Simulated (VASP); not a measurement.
Wanted: the native input for a VASP 6.6.1 run.

```yaml
Task: relaxation of cell and atoms
Functional: PBE
Potentials_or_basis: VASP PAW PBE potentials, release 64 (Mg, O)
Cutoff: 600 eV
k_mesh: 10 × 10 × 6
Occupations: gaussian, width 0.02 eV
Spin: no spin polarisation
Dipole_correction: no
Further_INCAR_settings: ALGO = Normal; EDIFF = 1e-06; IBRION = 2; EDIFFG = -0.01; NSW = 100; ISIF = 3
```

The structure of MgO lies in POSCAR:

```
MgO
1.0
    2.9704472232      0.0000000000      0.0000000000
    0.0000000000      2.9996360308      0.0000000000
   -0.9722547827      0.0000000000      5.3288229656
Mg O
2 2
Direct
    0.0000000000      0.0000000000      0.0000000000
    0.5000000000      0.5000000000      0.5000000000
    0.4068506003      0.0000000000      0.7419257109
    0.5931493997      0.0000000000      0.2580742891
```

This cell differs from its parent crystal: atoms taken out.

The input as run:

INCAR

```
PREC     = Accurate       # precision mode
ENCUT    = 600            # plane-wave cutoff, eV
EDIFF    = 1E-6           # SCF threshold, eV
ISMEAR   = 0              # smearing method
SIGMA    = 0.02           # smearing width, eV
LREAL    = False          # projectors in reciprocal space
LASPH    = True           # aspherical terms in the spheres
NELM     = 60             # most SCF steps
ALGO     = Normal         # electronic algorithm
ISIF     = 3              # what is computed and relaxed
LWAVE    = False          # write WAVECAR
LCHARG   = False          # write CHGCAR
GGA      = PE             # functional
IBRION   = 2              # ionic algorithm
NSW      = 100            # ionic steps
EDIFFG   = -0.01          # ionic threshold
```

KPOINTS

```
regular mesh
0
Gamma
  10 10 6
```

Potentials or basis: VASP PAW PBE potentials, release 64 (Mg, O).

Command:

```bash
$ cat potpaw_PBE.64/Mg/POTCAR potpaw_PBE.64/O/POTCAR > POTCAR
$ mpirun -np 1 vasp_std > vasp.out
```

Results of the run:

```json
{
 "Relaxed volume": "11.80 Å³/atom",
 "Relaxed cell": "a = 2.961 Å, b = 2.994 Å, c = 5.414 Å, α = 90.00°, β = 100.52°, γ = 90.00°",
 "Space group after relaxing (to 0.1 Å)": "P2/m (No. 10)",
 "Energy gained by relaxing": "0.1 meV/atom",
 "Ionic steps": "9",
 "Pressure after relaxing": "0.0 GPa",
 "Largest force after relaxing": "0.009 eV/Å",
 "Band gap on the k mesh": "1.53 eV (least direct gap 1.65 eV)"
}
```

Caveat: the cell differs from its parent crystal (atoms taken out).

It took 5 min on 1 thread of Intel(R) Xeon(R) Platinum 8488C (Sapphire Rapids), with other jobs on the host, peak memory 0.28 GiB.
